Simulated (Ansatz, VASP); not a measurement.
One calculation of BaTiO3, two programs

File INCAR:

```
SYSTEM = BaTiO3
  ALGO = Normal
  EDIFF = 1E-7
  ENCUT = 520
  GGA = PE
  ISIF = 2
  ISMEAR = 0
  LASPH = .True.
  LCHARG = .False.
  LREAL = .False.
  LWAVE = .False.
  NBANDS = 28
  NELM = 100
  PREC = Accurate
  SIGMA = 0.05
```

Contents of KPOINTS:

```
k-points
0
Gamma
  6 6 6
  0 0 0
```

The input POSCAR:

```
BaTiO3
1.0
    4.0192501412      0.0000000000      0.0000000000
    0.0000000000      4.0192501412      0.0000000000
    0.0000000000      0.0000000000      4.0192501412
Ba Ti O
1 1 3
Direct
    0.5088875953      0.4625397603      0.4898781701
   -0.0355503811      0.1498409587      0.0404873198
    0.5088875953     -0.0374602397     -0.0101218299
    0.0088875953      0.4625397603     -0.0101218299
    0.0088875953     -0.0374602397      0.4898781701
```

Input for Ansatz:

```yaml
crystal:
  lattice:
    - [4.0192501412, 0.0, 0.0]
    - [0.0, 4.0192501412, 0.0]
    - [0.0, 0.0, 4.0192501412]
  atoms:
    - { symbol: Ba, position: [0.5088875953, 0.4625397603, 0.4898781701] }
    - { symbol: Ti, position: [-0.0355503811, 0.1498409587, 0.0404873198] }
    - { symbol: O, position: [0.5088875953, -0.0374602397, -0.0101218299] }
    - { symbol: O, position: [0.0088875953, 0.4625397603, -0.0101218299] }
    - { symbol: O, position: [0.0088875953, -0.0374602397, 0.4898781701] }
basis:
  ecutwfc: 420
kpoints:
  mp_grid: { grid: [6, 6, 6] }
hamiltonian:
  xc: pbe
scf:
  occupations: { method: gaussian, width: 0.05 }
output:
  forces: true
  stress: true
  eigenvalues: true
```

Change from the starting cell: all Ti atoms moved 0.8 Å in one direction.

Alike in both runs: task single point; functional PBE; k mesh 6 × 6 × 6; occupations gaussian, width 0.05 eV; no spin polarisation.

|  | VASP | Ansatz |
| --- | --- | --- |
| version | VASP 6.6.1 | Ansatz 0.2.0 |
| potentials or method | VASP PAW PBE potentials, release 64 (Ba_sv, Ti_sv, O), cutoff 520 eV | scalar-relativistic, plane waves, PAW |
| valence electrons in the cell | 40 | 40 |

|  | VASP | Ansatz | Ansatz less VASP |
| --- | --- | --- | --- |
| gap on the k mesh at the Fermi level (eV) | 2.07 | 2.15 | +0.080 |
| least direct gap on the mesh (eV) | 2.62 | 2.68 | +0.067 |
| rms of the force components (eV/Å) | 18.714 | 15.664 | -3.0494 |

Atom by atom the forces differ by 3.067 eV/Å (rms over components). With one functional, cell and mesh, what is left measures potentials, basis and numerics.

Spin-orbit coupling is off throughout.
